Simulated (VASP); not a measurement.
BaRe:

```
Ba Re
1.0
     3.64019    0.00000    0.00000
     0.00000    3.64019    0.00000
     0.00000    0.00000    3.64019
Ba Re
1 1
Cartesian
  0.0000 0.0000 0.0000
  1.8201 1.8201 1.8201
```

Base run:

```yaml
Program: VASP 6.6.1
Functional: PBEsol
Potentials_or_basis: VASP PAW PBE potentials, release 64 (Ba_sv, Re)
Cutoff: 520 eV
k_mesh: 8 × 8 × 8
Occupations: gaussian, width 0.05 eV
Spin: no spin polarisation
```

Its results: pressure 1.2 GPa.

Question: The run is repeated on the same cell with these changes: potentials or basis from VASP PAW PBE potentials, release 64 (Ba_sv, Re) to VASP PAW PBE potentials, release 64 (Ba_sv, Re_sv_GW); cutoff from 520 eV to 500 eV; further incar settings from ALGO = Normal; EDIFF = 1e-06; NBANDS = 16 to ALGO = Normal; EDIFF = 1e-06; NBANDS = 20; valence electrons from 17 to 25. What comes out?

Answer: Pressure 0.5 GPa.

Caveats: the PAW data sets were made with another functional, which shifts forces and pressure a little.
